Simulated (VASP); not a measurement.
Set up this calculation in VASP 6.6.1, as the native input.

| Item | Value |
| --- | --- |
| Task | single point |
| Functional | PBE |
| Potentials or basis | VASP PAW PBE potentials, release 64 (K_sv, I) |
| Cutoff | 520 eV |
| k mesh | 6 × 6 × 6 |
| Occupations | gaussian, width 0.05 eV |
| Spin | no spin polarisation |
| Dipole correction | no |
| Further INCAR settings | ALGO = Normal; EDIFF = 1e-07; NBANDS = 15 |

The structure of KI lies in POSCAR:

```
KI
1.0
    4.3499874815      0.0000000000      0.0000000000
    0.0000000000      4.3499874815      0.0000000000
    0.0000000000      0.0000000000      4.1759879822
K I
1 1
Direct
    0.0000000000      0.0000000000      0.0000000000
    0.5000000000      0.5000000000      0.5000000000
```

This cell differs from its parent crystal: ratio of the length along z to the lengths across it x 0.96, volume and fractional coordinates fixed.

The input as run:

INCAR

```
PREC = Accurate
ENCUT = 520
EDIFF = 1E-7
ISMEAR = 0
SIGMA = 0.05
LREAL = F
LASPH = T
NELM = 80
ALGO = Normal
ISIF = 2
LWAVE = F
LCHARG = F
GGA = PE
NBANDS = 15
```

KPOINTS

```
Automatic mesh
0
Gamma
  6 6 6
```

Potentials or basis: VASP PAW PBE potentials, release 64 (K_sv, I).

Launch:

```bash
$ cat potpaw_PBE.64/K_sv/POTCAR potpaw_PBE.64/I/POTCAR > POTCAR
$ mpirun -np 1 vasp_std > vasp.out
```

It gave:

```yaml
Pressure: 0.5 GPa
Band_gap_on_the_k_mesh: 3.15 eV (least direct gap 3.47 eV)
```

Caveat: spin-orbit coupling is left out, which moves the levels of the heavy elements.

It took 44 s on 1 thread of Intel Xeon 8259CL, with other jobs on the host, peak memory 0.2 GiB.
